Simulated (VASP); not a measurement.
Write the native input for VASP 6.6.1 that does the following.

```yaml
Task: single point
Functional: PBEsol
Potentials_or_basis: VASP PAW PBE potentials, release 64 (Y_sv)
Cutoff: 520 eV
k_mesh: 8 × 8 × 10
Occupations: fermi-dirac, width 0.05 eV
Spin: no spin polarisation
Dipole_correction: no
Further_INCAR_settings: ALGO = Normal; EDIFF = 1e-06; NBANDS = 24
```

The structure of Y lies in POSCAR:

```
Y
1.0
    4.9410501544      0.0000000000      0.0000000000
   -2.4705250772      4.2790749551      0.0000000000
    0.0000000000      0.0000000000      2.9709909108
Y
3
Direct
    0.0000000000      0.0000000000      0.0000000000
    0.3333333333      0.6666666667      0.5000000000
    0.6666666667      0.3333333333      0.5000000000
```

This isn't the form of Y at room conditions, which is hcp.

One way to write it, as run:

INCAR

```
PREC = Accurate
ENCUT = 520
EDIFF = 1E-6
ISMEAR = -1
SIGMA = 0.05
LREAL = False
LASPH = True
NELM = 80
ALGO = Normal
ISIF = 2
LWAVE = False
LCHARG = False
GGA = PS
NBANDS = 24
```

KPOINTS

```
regular mesh
0
Gamma
  8 8 10
```

Potentials or basis: VASP PAW PBE potentials, release 64 (Y_sv).

Launch:

```sh
$ cat potpaw_PBE.64/Y_sv/POTCAR > POTCAR
$ mpirun -np 1 vasp_std > vasp.out
```

Results of the run:

The pressure is 28.6 GPa. The band gap on the k mesh is zero (an odd number of electrons rules out a gap without spin polarisation).

Caveat: the cell stands under pressure; the PAW data sets were made with another functional, which shifts forces and pressure a little.

It took 78 s on 1 thread of AMD EPYC 7R13 Processor (Zen 3), with other jobs on the host, peak memory 0.2 GiB.
